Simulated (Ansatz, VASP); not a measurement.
**One calculation of BeS, two programs**

```
Be S
1.0
     0.00000    2.26897    2.34301
     2.34301    0.00000    2.34301
     2.34301    2.26897    0.00000
Be S
1 1
Cartesian
  0.0000 0.0000 0.0000
  3.5145 3.4035 3.5145
```

Alike in both runs: task single point; functional PBEsol; k mesh 10 × 10 × 10; occupations gaussian, width 0.05 eV; no spin polarisation.

|  | VASP | Ansatz |
| --- | --- | --- |
| version | VASP 6.6.1 | Ansatz 0.2.0 |
| potentials or method | VASP PAW PBE potentials, release 64 (Be, S), cutoff 520 eV | scalar-relativistic, plane waves, PAW |
| valence electrons in the cell | 8 | 8 |

VASP gave:

- gap on the k mesh at the Fermi level (eV): 2.27
- least direct gap on the mesh (eV): 5.37
- pressure (GPa): 16.0
- traceless stress, the component that is largest in VASP (GPa): 2.00

Task: Which values does Ansatz return?

Result: gap on the k mesh at the Fermi level (eV): 2.27; least direct gap on the mesh (eV): 5.34; pressure (GPa): 15.8; traceless stress, the component that is largest in VASP (GPa): 2.01.

VASP's potentials were made for PBE, not for PBEsol.
